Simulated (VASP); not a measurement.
Write the native input for VASP 6.6.1 that does the following.

```
Task                   : single point
Functional             : PBEsol
Dispersion             : D3(BJ)
Potentials or basis    : VASP PAW PBE potentials, release 64 (Co)
Cutoff                 : 600 eV
k mesh                 : 12 × 12 × 7
Occupations            : fermi-dirac, width 0.05 eV
Spin                   : collinear spin, ferromagnetic start
Starting moments       : [2.0, 2.0] μB
Dipole correction      : no
Further INCAR settings : ALGO = Normal; EDIFF = 1e-06; NBANDS = 20
```

The structure of Co lies in POSCAR:

```
Co
1.0
    2.4351233396      0.0000000000      0.0000000000
   -1.2175616698      2.1088786735      0.0000000000
    0.0000000000      0.0000000000      3.9306173157
Co
2
Direct
    0.6666666667      0.3333333333      0.7500000000
    0.3333333333      0.6666666667      0.2500000000
```

The input as run:

INCAR

```
SYSTEM = Co
PREC     = Accurate       ! precision mode
ENCUT    = 600            ! plane-wave cutoff, eV
EDIFF    = 1E-6           ! SCF threshold, eV
ISMEAR   = -1             ! smearing method
SIGMA    = 0.05           ! smearing width, eV
LREAL    = .FALSE.        ! projectors in reciprocal space
LASPH    = .TRUE.         ! aspherical terms in the spheres
NELM     = 200            ! most SCF steps
ALGO     = Normal         ! electronic algorithm
ISIF     = 2              ! what is computed and relaxed
LWAVE    = .FALSE.        ! write WAVECAR
LCHARG   = .FALSE.        ! write CHGCAR
ISPIN    = 2              ! spin polarisation
MAGMOM   = 2 2            ! initial moments
LORBIT   = 11             ! projections on sites
LMAXMIX  = 4              ! l up to which the mixer works
GGA      = PS             ! functional
IVDW     = 12             ! dispersion correction
NBANDS   = 20             ! bands
GGA_COMPAT= .FALSE.
```

KPOINTS

```
Automatic mesh
0
G
  12 12 7
  0 0 0
```

Potentials or basis: VASP PAW PBE potentials, release 64 (Co).

Command:

```bash
$ cat potpaw_PBE.64/Co/POTCAR > POTCAR
$ mpirun -np 1 vasp_std > vasp.out
```

It gave:

- Pressure: -1.1 GPa
- Net moment: 3.04 μB per cell
- Site moments: Co +1.52 μB
- Valence electrons inside the program's atomic spheres: Co 8.42
- Dispersion energy per atom: -0.409 eV

Caveat: the PAW data sets were made with another functional, which shifts forces and pressure a little.

Run time: 63 s on 1 thread of Intel(R) Xeon(R) Platinum 8488C (Sapphire Rapids), on a shared host, peak memory 0.19 GiB.
